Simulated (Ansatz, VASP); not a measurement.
**TiCo: VASP beside Ansatz**

```xyz
2
Lattice="2.9861 0.0000 0.0000 0.0000 2.9861 0.0000 0.0000 0.0000 2.9861" Properties=species:S:1:pos:R:3 pbc="T T T"
Ti    0.0000    0.0000    0.0000
Co    1.4931    1.4931    1.4931
```

Alike in both runs: task relaxation of cell and atoms; functional r2SCAN; k mesh 14 × 14 × 14; occupations gaussian, width 0.1 eV; collinear spin.

|  | VASP | Ansatz |
| --- | --- | --- |
| version | VASP 6.6.1 | Ansatz 0.2.0 |
| potentials or method | VASP PAW PBE potentials, release 64 (Ti_sv, Co), cutoff 600 eV | scalar-relativistic, plane waves, PAW |
| valence electrons in the cell | 21 | 29 |

Ansatz gave:

| Quantity | Value |
| --- | --- |
| gap on the k mesh at the Fermi level, each at its own relaxed structure (eV) | none |
| net moment per atom (μB) | 0.45 |
| size of the moment on the site where the two differ most (μB) | 1.41 |
| relaxed volume (Å³/atom) | 13.35 |
| relaxed cell length with the largest relative difference (Å) | 2.989 |

Problem. Estimate VASP's values.

Solution. gap on the k mesh at the Fermi level, each at its own relaxed structure (eV): none; net moment per atom (μB): 0.45; size of the moment on the site where the two differ most (μB): 1.39; relaxed volume (Å³/atom): 13.36; relaxed cell length with the largest relative difference (Å): 2.990.

VASP's potentials were made for PBE, not for r2SCAN. Site moments also hang on the region over which each program counts them. A gap of «none» marks a metal or a gap that the smearing closes. VASP's potentials hold 21 valence electrons a cell and Ansatz's 29, so a difference there can come from the potentials and not from the codes.
